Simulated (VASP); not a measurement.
The system is ZnO.

```xyz
2
Lattice="0.0000 2.1549 2.1549 2.1549 0.0000 2.1549 2.1549 2.1549 0.0000" Properties=species:S:1:pos:R:3 pbc="T T T"
Zn    0.0000    0.0000    0.0000
O     2.1549    2.1549    2.1549
```

This cell differs from its parent crystal: volume scaled by 1.03.

Base run:

* Program: VASP 6.6.1
* Functional: r2SCAN
* Potentials or basis: VASP PAW PBE potentials, release 64 (Zn, O_h)
* Cutoff: 910 eV
* k mesh: 12 × 12 × 12
* Occupations: gaussian, width 0.02 eV
* Spin: no spin polarisation

Its results: band gap on the k mesh 1.41 eV, indirect (least direct gap 2.73 eV); pressure -4.4 GPa.

The run is repeated on the same cell with these changes: potentials or basis from VASP PAW PBE potentials, release 64 (Zn, O_h) to VASP PAW PBE potentials, release 64 (Zn, O); cutoff from 910 eV to 520 eV. What comes out?

Band gap on the k mesh 1.40 eV, indirect (least direct gap 2.73 eV); pressure -3.9 GPa.

Caveats: the PAW data sets were made with another functional, which shifts forces and pressure a little; the cutoff is under 1.25 times the usual one of these potentials, so pressure, stress and relaxed cells hold a basis-set (Pulay) error (some runs).

A k mesh can miss the band edges.
